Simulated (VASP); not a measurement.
# Pb (P6_3/mmc) in VASP: single point with PBE

Aim: the single point of Pb with PBE.

Everything below comes from runs of VASP 6.6.1. Logs are shortened: lines on timing, memory, paths and dates and some standing lists are left out, and cuts for length are marked.

**1. The cell of the first run**

It takes space group P6_3/mmc (No. 194, hexagonal). The conventional cell has a = 3.480 Å, b = 3.480 Å, c = 5.590 Å, α = 90.00°, β = 90.00°, γ = 120.00°. Pb (site symmetry -6m2) has 12 Pb at 3.44 to 3.48 Å within 4.5 Å.

**2. Single point, PBE**

Input file INCAR:

```
ALGO = Normal ; EDIFF = 1E-6
ENCUT = 520 ; GGA = PE
ISIF = 2 ; ISMEAR = -1
LASPH = True ; LCHARG = False
LREAL = False ; LWAVE = False
NBANDS = 21 ; NELM = 100
PREC = Accurate ; SIGMA = 0.08
```

Input file KPOINTS:

```
k-points
0
Gamma
  20 20 11
```

Input file POSCAR:

```
Pb
1.0
    3.4800006906      0.0000000000      0.0000000000
   -1.7400003453      3.0137690032      0.0000000000
    0.0000000000      0.0000000000      5.5900000000
Pb
2
Direct
    0.3333333333      0.6666666667      0.2500000000
    0.6666666667      0.3333333333      0.7500000000
```

Potentials or basis: VASP PAW PBE potentials, release 64 (Pb_d).

On the command line:

```bash
$ cat potpaw_PBE.64/Pb_d/POTCAR > POTCAR
$ mpirun -np 1 vasp_std > vasp.out
```

OUTCAR:

```text
EDIFF = 1E-6
   ENCUT = 520
   GGA = PE
   ISIF = 2
   ISMEAR = -1
   LASPH = True
   LREAL = False
   NELM = 100
   PREC = Accurate

 ion  position               nearest neighbor table
   1  0.333  0.667  0.250-   2 3.44   2 3.44   2 3.44   2 3.44   2 3.44   2 3.44
   2  0.667  0.333  0.750-   1 3.44   1 3.44   1 3.44   1 3.44   1 3.44   1 3.44

  LATTYP: Found a hexagonal cell.
 ALAT       =     3.4800006906
 C/A-ratio  =     1.6063215203

  Lattice vectors:

 A1 = (   3.4800006906,   0.0000000000,   0.0000000000)
 A2 = (  -1.7400003453,   3.0137690032,   0.0000000000)
 A3 = (   0.0000000000,   0.0000000000,   5.5900000000)

Analysis of symmetry for initial positions (statically):
=====================================================================
 Subroutine PRICEL returns:
 Original cell was already a primitive cell.

 Routine SETGRP: Setting up the symmetry group for a
 hexagonal supercell.

 Subroutine GETGRP returns: Found 24 space group operations
 (whereof 12 operations were pure point group operations)
 out of a pool of 24 trial point group operations.

The static configuration has the point symmetry D_3d.
 The point group associated with its full space group is D_6h.

Analysis of symmetry for dynamics (positions and initial velocities):
=====================================================================
 Subroutine PRICEL returns:
 Original cell was already a primitive cell.

 Routine SETGRP: Setting up the symmetry group for a
 hexagonal supercell.

 Subroutine GETGRP returns: Found 24 space group operations
 (whereof 12 operations were pure point group operations)
 out of a pool of 24 trial point group operations.

The dynamic configuration has the point symmetry D_3d.
 The point group associated with its full space group is D_6h.

 Subroutine INISYM returns: Found 24 space group operations
 (whereof 12 operations are pure point group operations),
 and found     1 'primitive' translations

----------------------------------------------------------------------------------------

                                     Primitive cell

  volume of cell :      58.6275

  direct lattice vectors                    reciprocal lattice vectors
     3.480000691  0.000000000  0.000000000     0.287356265  0.165905217  0.000000000
    -1.740000345  3.013769003  0.000000000     0.000000000  0.331810434  0.000000000
     0.000000000  0.000000000  5.590000000     0.000000000  0.000000000  0.178890877

  length of vectors
     3.480000691  3.480000691  5.590000000     0.331810434  0.331810434  0.178890877

  position of ions in fractional coordinates (direct lattice)
     0.333333333  0.666666667  0.250000000
     0.666666667  0.333333333  0.750000000

  ion indices of the primitive-cell ions
   primitive index   ion index
                 1           1
                 2           2

----------------------------------------------------------------------------------------

 KPOINTS: k-points

Automatic generation of k-mesh.
 Grid dimensions read from file:
 generate k-points for:   20   20   11

 Generating k-lattice:

  Cartesian coordinates                     Fractional coordinates (reciprocal lattice)
     0.014367813  0.008295261  0.000000000     0.050000000  0.000000000  0.000000000
     0.000000000  0.016590522  0.000000000     0.000000000  0.050000000  0.000000000
     0.000000000  0.000000000  0.016262807     0.000000000  0.000000000  0.090909091

  Length of vectors
     0.016590522  0.016590522  0.016262807

  Shift w.r.t. Gamma in fractional coordinates (k-lattice)
     0.000000000  0.000000000  0.000000000

 Subroutine IBZKPT returns following result:
 ===========================================

 Found    264 irreducible k-points:

 Following reciprocal coordinates:
            Coordinates               Weight
  0.000000  0.000000  0.000000      1.000000
  0.050000  0.000000  0.000000      6.000000
  0.100000  0.000000  0.000000      6.000000
  0.150000  0.000000  0.000000      6.000000
  0.200000  0.000000  0.000000      6.000000
  0.250000  0.000000  0.000000      6.000000
[... 16 lines left out ...]
  0.200000  0.100000  0.000000     12.000000
  0.250000  0.100000  0.000000     12.000000
 [... further k-points ...]
   k-points           NKPTS =    264   k-points in BZ     NKDIM =    264   number of bands    NBANDS=     21
   number of dos      NEDOS =    301   number of ions     NIONS =      2
   total plane-waves  NPLWV =  32928
   dimension x,y,z NGX =    28 NGY =   28 NGZ =   42
   dimension x,y,z NGXF=    56 NGYF=   56 NGZF=   84
   ions per type =               2
   NGX,Y,Z   is equivalent  to a cutoff of  13.38, 13.38, 12.49 a.u.
   NGXF,Y,Z  is equivalent  to a cutoff of  26.75, 26.75, 24.98 a.u.
 SYSTEM =  unknown system
   PREC   = accura    normal or accurate (medium, high low for compatibility)
   ISTART =      0    job   : 0-new  1-cont  2-samecut
   ICHARG =      2    charge: 1-file 2-atom 10-const
   ISPIN  =      1    spin polarized calculation?
   LNONCOLLINEAR =      F non collinear calculations
   LSORBIT =      F    spin-orbit coupling
   LASPH  =      T    aspherical Exc in radial PAW
   ENCUT  =  520.0 eV  38.22 Ry    6.18 a.u.   6.47  6.47 10.39*2*pi/ulx,y,z
   NELM   =    100;   NELMIN=  2; NELMDL= -5     # of ELM steps
   EDIFF  = 0.1E-05   stopping-criterion for ELM
   LREAL  =      F    real-space projection
   EDIFFG = 0.1E-04   stopping-criterion for IOM
   NSW    =      0    number of steps for IOM
   IBRION =     -1    ionic relax: 0-MD 1-quasi-New 2-CG
   NFREE  =      0    steps in history (QN), initial steepest desc. (CG)
   ISIF   =      2    stress and relaxation
   ISYM   =      2    0-nonsym 1-usesym 2-fastsym
   POTIM  = 0.5000    time-step for ionic-motion
   TEBEG  =    0.0;   TEEND  =   0.0 temperature during run
   PSTRESS=    0.0 pullay stress
   NELECT =      28.0000    total number of electrons
   NUPDOWN=      -1.0000    fix difference up-down
   EMIN   =  10.00;   EMAX   =-10.00  energy-range for DOS
   EFERMI =   0.00;   METHOD = LEGACY
   ISMEAR =    -1;   SIGMA  =   0.08  broadening in eV -4-tet -1-fermi 0-gaus
   EFERMI_NEDOS =   21; number of points for ismear=-14 and -15
   IALGO  =     38    algorithm
   IMIX   =      4    mixing-type and parameters
     AMIX     =   0.40;   BMIX     =  1.00
     AMIX_MAG =   1.60;   BMIX_MAG =  1.00
  volume/ion in A,a.u.               =      29.31       197.82
  Fermi-wavevector in a.u.,A,eV,Ry     =   1.279658  2.418202 22.279864  1.637524
  Thomas-Fermi vector in A             =   2.412130
   LORBIT       =      0    0 simple, 1 ext, 2 COOP (PROOUT), +10 PAW based schemes
   GGA     = PE    functional components
   LHFCALC =     F    Hartree Fock is set to
   AEXX    =    0.0000 exact exchange contribution
   IVDW    =     0    specifies the selected vdW correction
   LEPSILON=     F    determine dielectric tensor
   LRPA    =     F    only Hartree local field effects (RPA)
 non-spin polarized calculation
  energy-cutoff  :      520.00
  volume of cell :       58.63
 maximum number of plane-waves:      1605
 NGX is ok and might be reduce to    28
   NGX = 13   NGY = 13   NGZ = 21

 number of electron      28.0000005 magnetization

 Free energy of the ion-electron system (eV)
  ---------------------------------------------------
  ext. energy  EPLUGINS =         0.00000000
  ---------------------------------------------------
  free energy    TOTEN  =        -7.04663896 eV

  energy without entropy =       -7.02571749  energy(sigma->0) =       -7.03617823

 E-fermi :   7.6410     XC(G=0): -10.3506

 val. band max:        7.6313428445   @ k =   0.2500   0.1500   0.1818
 cond. band min:       7.6453736157   @ k =   0.4000   0.1500   0.2727
 fundamental gap:      0.0140307712
 Fermi energy:         7.6410247268

 k-point     1 :       0.0000    0.0000    0.0000
  band No.  band energies     occupation
      1      -9.4763      2.00000
      2      -9.4282      2.00000
      3      -9.4135      2.00000
      4      -9.4135      2.00000
      5      -9.3886      2.00000
      6      -9.3886      2.00000
[... 13 lines left out ...]
     20      16.6976      0.00000
     21      19.1755      0.00000

 k-point     2 :       0.0500    0.0000    0.0000
  band No.  band energies     occupation
      1      -9.4738      2.00000
      2      -9.4341      2.00000
      3      -9.4072      2.00000
      4      -9.4053      2.00000
      5      -9.3875      2.00000
      6      -9.3826      2.00000
[... 13 lines left out ...]
     20      16.9382      0.00000
     21      18.9381      0.00000

 k-point     3 :       0.1000    0.0000    0.0000
  band No.  band energies     occupation
      1      -9.4727      2.00000
      2      -9.4385      2.00000
      3      -9.3926      2.00000
      4      -9.3889      2.00000
      5      -9.3799      2.00000
      6      -9.3649      2.00000
[... 13 lines left out ...]
     20      17.5565      0.00000
     21      18.4397      0.00000

 k-point     4 :       0.1500    0.0000    0.0000
  band No.  band energies     occupation
      1      -9.4852      2.00000
      2      -9.4290      2.00000
      3      -9.3893      2.00000
      4      -9.3744      2.00000
      5      -9.3690      2.00000
      6      -9.3604      2.00000
[... 13 lines left out ...]
     20      17.9567      0.00000
     21      18.2310      0.00000

 k-point     5 :       0.2000    0.0000    0.0000
  band No.  band energies     occupation
      1      -9.5058      2.00000
      2      -9.4176      2.00000
      3      -9.3937      2.00000
      4      -9.3831      2.00000
      5      -9.3822      2.00000
      6      -9.3243      2.00000
[... 13 lines left out ...]
     20      17.5109      0.00000
     21      18.5061      0.00000

 k-point     6 :       0.2500    0.0000    0.0000
  band No.  band energies     occupation
      1      -9.5286      2.00000
      2      -9.4174      2.00000
      3      -9.4166      2.00000
      4      -9.3961      2.00000
      5      -9.3653      2.00000
      6      -9.2842      2.00000
[... 13 lines left out ...]
     20      17.0746      0.00000
     21      18.4389      0.00000

 k-point     7 :       0.3000    0.0000    0.0000
  band No.  band energies     occupation
      1      -9.5508      2.00000
      2      -9.4408      2.00000
      3      -9.4239      2.00000
      4      -9.4094      2.00000
      5      -9.3427      2.00000
      6      -9.2558      2.00000
[... 13 lines left out ...]
     20      16.6918      0.00000
     21      18.3018      0.00000
[... 291 lines left out ...]
      1      -9.5905      2.00000
      2      -9.5015      2.00000
      3      -9.4390      2.00000
      4      -9.4334      2.00000
      5      -9.2976      2.00000
      6      -9.2920      2.00000
[... 13 lines left out ...]
     20      15.6607      0.00000
     21      18.4256      0.00000

 k-point    21 :       0.1000    0.1000    0.0000
  band No.  band energies     occupation
      1      -9.4666      2.00000
      2      -9.4577      2.00000
      3      -9.3815      2.00000
      4      -9.3765      2.00000
      5      -9.3720      2.00000
      6      -9.3633      2.00000
[... 13 lines left out ...]
     20      17.3780      0.00000
     21      17.5488      0.00000

 k-point    22 :       0.1500    0.1000    0.0000
  band No.  band energies     occupation
      1      -9.4823      2.00000
      2      -9.4479      2.00000
      3      -9.4016      2.00000
      4      -9.3875      2.00000
      5      -9.3667      2.00000
      6      -9.3383      2.00000
[... 13 lines left out ...]
     20      16.7653      0.00000
     21      17.8302      0.00000

 k-point    23 :       0.2000    0.1000    0.0000
  band No.  band energies     occupation
      1      -9.5040      2.00000
      2      -9.4321      2.00000
      3      -9.4257      2.00000
      4      -9.3981      2.00000
      5      -9.3609      2.00000
      6      -9.3053      2.00000
[... 13 lines left out ...]
     20      16.1523      0.00000
     21      18.6568      0.00000

 k-point    24 :       0.2500    0.1000    0.0000
  band No.  band energies     occupation
      1      -9.5251      2.00000
      2      -9.4511      2.00000
      3      -9.4218      2.00000
      4      -9.4075      2.00000
      5      -9.3485      2.00000
      6      -9.2696      2.00000
[... 13 lines left out ...]
     20      15.6928      0.00000
     21      19.3079      0.00000

 [... further k-points ...]
[... 5 lines left out ...]
  --------------------------------------------------------------------------------------
  -------------------------------------------------------------------------------------
  Total        1.3088366      1.3088366      1.7132487      0.0000000      0.0000000      0.0000000
  in kB       35.7680211     35.7680211     46.8198359      0.0000000      0.0000000      0.0000000
  external PRESSURE =      39.4519594 kB  Pullay stress =       0.0000000 kB

 VOLUME and BASIS-vectors are now :
 -----------------------------------------------------------------------------
  energy-cutoff  :      520.00
  volume of cell :       58.63
      direct lattice vectors                 reciprocal lattice vectors
     3.480000691  0.000000000  0.000000000     0.287356265  0.165905217  0.000000000
    -1.740000345  3.013769003  0.000000000     0.000000000  0.331810434  0.000000000
     0.000000000  0.000000000  5.590000000     0.000000000  0.000000000  0.178890877

 POSITION                                       TOTAL-FORCE (eV/Angst)
 -----------------------------------------------------------------------------------
     -0.00000      2.00918      1.39750         0.000000     -0.000000      0.000000
      1.74000      1.00459      4.19250        -0.000000      0.000000      0.000000
 -----------------------------------------------------------------------------------
    total drift:                               -0.000000      0.000000      0.000000

  FREE ENERGIE OF THE ION-ELECTRON SYSTEM (eV)
  ---------------------------------------------------
  free  energy   TOTEN  =        -7.0466389619 eV

  energy  without entropy=       -7.0257174932  energy(sigma->0) =       -7.03617823
```

It took 3.1 min on 1 thread of Oxide Virtual Turin-like, shared host; peak memory 0.34 GiB.

What came out:

| Item | Value |
| --- | --- |
| Free energy | -7.0466 eV |
| Pressure | 3.9 GPa |
| Band gap on the k mesh | zero (band 14 reaches 13.37 eV, above the bottom of band 15 at 5.69 eV) |

Caveat: spin-orbit coupling is left out, which moves the levels of the heavy elements.
